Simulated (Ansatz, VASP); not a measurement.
Zn: VASP beside Ansatz

INCAR

```
SYSTEM = Zn
PREC     = Accurate       ! precision mode
ENCUT    = 500            ! plane-wave cutoff, eV
EDIFF    = 1E-6           ! SCF threshold, eV
ISMEAR   = -1             ! smearing method
SIGMA    = 0.05           ! smearing width, eV
LREAL    = .False.        ! projectors in reciprocal space
LASPH    = .True.         ! aspherical terms in the spheres
NELM     = 120            ! most SCF steps
ALGO     = Normal         ! electronic algorithm
ISIF     = 2              ! what is computed and relaxed
LWAVE    = .False.        ! write WAVECAR
LCHARG   = .False.        ! write CHGCAR
GGA      = PE             ! functional
NBANDS   = 19             ! bands
GGA_COMPAT= .False.
```

KPOINTS

```
Automatic mesh
0
Gamma
  10 10 5
  0 0 0
```

Contents of POSCAR:

```
Zn
1.0
    2.6433000000      0.0000000000      0.0000000000
   -1.3216500000      2.2891649498      0.0000000000
    0.0000000000      0.0000000000      4.9660000000
Zn
2
Direct
    0.6666666667      0.3333333333      0.7500000000
    0.3333333333      0.6666666667      0.2500000000
```

File input.yaml:

```yaml
crystal:
  lattice:
    - [2.6433, 0.0, 0.0]
    - [-1.32165, 2.2891649498, 0.0]
    - [0.0, 0.0, 4.966]
  atoms:
    - { symbol: Zn, position: [0.6666666667, 0.3333333333, 0.75] }
    - { symbol: Zn, position: [0.3333333333, 0.6666666667, 0.25] }
hamiltonian:
  xc: pbe
  pseudopotentials: { kind: paw }
kpoints:
  mp_grid: { grid: [10, 10, 5] }
  band_path:
    path:
      - [[0.0, 0.0, 0.0], [0.5, 0.0, 0.0], [0.3333333333, 0.3333333333, 0.0], [0.0, 0.0, 0.0], [0.0, 0.0, 0.5], [0.5, 0.0, 0.5], [0.3333333333, 0.3333333333, 0.5], [0.0, 0.0, 0.5]]
      - [[0.5, 0.0, 0.5], [0.5, 0.0, 0.0]]
      - [[0.3333333333, 0.3333333333, 0.0], [0.3333333333, 0.3333333333, 0.5]]
    npoints: 14
scf:
  occupations: { method: fermi_dirac, width: 0.05 }
  n_extra_bands: 6
output:
  forces: true
  stress: true
  eigenvalues: true
  fatbands: false
  write_density: true
  write_potential: true
  elf: true
  volumetric_format: npy
```

Alike in both runs: functional PBE; k mesh 10 × 10 × 5; occupations fermi-dirac, width 0.05 eV; no spin polarisation.

|  | VASP | Ansatz |
| --- | --- | --- |
| version | VASP 6.6.1 | Ansatz 0.2.0 |
| potentials or method | VASP PAW PBE potentials, release 64 (Zn) | Ansatz PAW |
| plane-wave cutoff (eV) | 500 | 420 |
| valence electrons in the cell | 24 | 24 |
| task | single point | band structure |

|  | VASP | Ansatz | Ansatz less VASP |
| --- | --- | --- | --- |
| gap on the k mesh at the Fermi level (eV) | none | none | - |
| pressure (GPa) | 1.2 | 0.9 | -0.35 |
| traceless stress, the component that is largest in VASP (GPa) | -0.53 | -0.38 | +0.151 |

A gap of «none» marks a metal or a gap that the smearing closes.
